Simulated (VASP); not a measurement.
## BN (Qingsongite): single point with r2SCAN

BN (Qingsongite):

```
B N
1.0
     0.00000    1.82270    1.82270
     1.82270    0.00000    1.82270
     1.82270    1.82270    0.00000
B N
1 1
Direct
  0.00000 0.00000 0.00000
  0.25000 0.25000 0.25000
```

This cell differs from its parent crystal: volume changed by +3%.

```
Program             : VASP 6.6.1
Task                : single point
Functional          : r2SCAN
Potentials or basis : VASP PAW PBE potentials, release 64 (B, N)
Cutoff              : 520 eV
k mesh              : 10 × 10 × 10
Occupations         : gaussian, width 0.01 eV
Spin                : no spin polarisation
```

```json
{
 "Pressure": "-9.9 GPa",
 "Band gap on the k mesh": "4.94 eV, indirect (least direct gap 9.40 eV)"
}
```

Levels at points of the mesh, in eV from the valence-band top:
```tsv
k point	band 1	band 2	band 3	band 4	band 5	band 6	band 7	band 8
(0.00, 0.00, 0.00)	-21.00	0.00	0.00	0.00	9.40	9.40	9.40	10.63
(0.50, 0.00, 0.00)	-16.83	-10.85	-1.97	-1.97	10.45	11.33	11.33	16.13
(0.50, 0.50, 0.00)	-15.44	-9.15	-4.97	-4.97	4.94	9.67	18.86	18.86
```

It took 22 s on 1 thread of Intel Xeon 6975P-C, on a shared host, peak memory 0.12 GiB.

Caveat: the PAW data sets were made with another functional, which shifts forces and pressure a little. A k mesh can miss the band edges.
